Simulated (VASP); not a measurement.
Here is a VASP 6.6.1 calculation.

File INCAR:

```
SYSTEM = Mg
  PREC = Accurate
  ENCUT = 520
  EDIFF = 1E-6
  ISMEAR = -1
  SIGMA = 0.1
  LREAL = .FALSE.
  LASPH = .TRUE.
  NELM = 80
  ALGO = Normal
  ISIF = 2
  LWAVE = .FALSE.
  LCHARG = .FALSE.
  GGA = PE
  NBANDS = 9
```

KPOINTS

```
regular mesh
0
G
  19 19 10
  0 0 0
```

The input POSCAR:

```
Mg
1.0
    3.0620160405      0.0000000000      0.0000000000
   -1.5310080202      2.6517836779      0.0000000000
    0.0000000000      0.0000000000      4.9715241224
Mg
2
Direct
    0.3333333333      0.6666666667      0.2500000000
    0.6666666667      0.3333333333      0.7500000000
```

Potentials or basis: VASP PAW PBE potentials, release 64 (Mg).

Command:

```sh
$ cat potpaw_PBE.64/Mg/POTCAR > POTCAR
$ mpirun -np 1 vasp_std > vasp.out
```

Problem. Predict the band gap on the k mesh.

Solution. Zero (bands 2 and 3 overlap by 2.20 eV).

Problem. Predict the pressure.

Solution. 5.9 GPa.

Stress tensor (GPa, compression positive):
```
5.97 0.00 0.00
0.00 5.97 0.00
0.00 0.00 5.82
```

Caveat: the cell stands under pressure.
